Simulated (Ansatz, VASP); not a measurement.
**One calculation of PbF2, two programs**

```
Pb F
1.0
     0.00000    2.98116    2.98116
     2.98116    0.00000    2.98116
     2.98116    2.98116    0.00000
Pb F
1 2
Direct
  0.00000 0.00000 0.00000
  0.25000 0.25000 0.25000
  0.75000 0.75000 0.75000
```

Alike in both runs: task single point; functional PBE; dispersion D3(BJ); k mesh 8 × 8 × 8; occupations gaussian, width 0.02 eV; no spin polarisation.

|  | VASP | Ansatz |
| --- | --- | --- |
| version | VASP 6.6.1 | Ansatz 0.2.0 |
| potentials or method | VASP PAW PBE potentials, release 64 (Pb_d, F), cutoff 520 eV | scalar-relativistic, plane waves, PAW |
| valence electrons in the cell | 28 | 28 |

Ansatz gave:

```
gap on the k mesh at the Fermi level (eV) : 4.42
least direct gap on the mesh (eV)         : 4.57
pressure (GPa)                            : 0.0
```

Problem. Estimate VASP's values.

Solution. gap on the k mesh at the Fermi level (eV): 4.42; least direct gap on the mesh (eV): 4.56; pressure (GPa): -0.2.

Neither program's run includes spin-orbit coupling.
